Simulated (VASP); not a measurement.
Input of a VASP 6.6.1 run:

The input POSCAR:

```
Os
1.0
    2.7157497827      0.0000000000      0.0000000000
   -1.3578748913      2.3519083021      0.0000000000
    0.0000000000      0.0000000000      4.2907078513
Os
2
Direct
    0.6666666667      0.3333333333      0.7500000000
    0.3333333333      0.6666666667      0.2500000000
```

INCAR.step1

```
SYSTEM = Os
PREC = Accurate ; ENCUT = 620
ISMEAR = -1 ; SIGMA = 0.05
LREAL = .FALSE. ; LASPH = .TRUE.
NELM = 120 ; NBANDS = 23
GGA = PE ; ALGO = Normal
EDIFF = 1E-5 ; LWAVE = .TRUE.
LCHARG = .FALSE. ; GGA_COMPAT = .FALSE.
```

INCAR.step2

```
SYSTEM = Os
PREC = Accurate ; ENCUT = 620
EDIFF = 1E-6 ; ISMEAR = -1
SIGMA = 0.05 ; LREAL = .FALSE.
LASPH = .TRUE. ; NELM = 120
ALGO = Normal ; ISIF = 2
LWAVE = .FALSE. ; LCHARG = .FALSE.
METAGGA = R2SCAN ; LMIXTAU = .TRUE.
LUSE_VDW = .TRUE. ; IVDW_NL = 2
BPARAM = 11.95 ; CPARAM = 0.0093
NBANDS = 23 ; ISTART = 1
GGA_COMPAT = .FALSE.
```

KPOINTS

```
Automatic mesh
0
G
  11 11 6
  0 0 0
```

Potentials or basis: VASP PAW PBE potentials, release 64 (Os_sv_GW).

Launch:

```console
$ cat potpaw_PBE.64/Os_sv_GW/POTCAR > POTCAR
$ cp INCAR.step1 INCAR
$ mpirun -np 1 vasp_std > vasp.out
$ cp INCAR.step2 INCAR
$ mpirun -np 1 vasp_std > vasp.out
```

(1) What does it give for the pressure?

(2) Estimate the band gap on the k mesh.

## Answers

(1) 7.2 GPa.

(2) zero (bands 16 and 17 overlap by 4.21 eV).

Caveat: the cell stands under pressure; the PAW data sets were made with another functional, which shifts forces and pressure a little; spin-orbit coupling is left out, which moves the levels of the heavy elements.
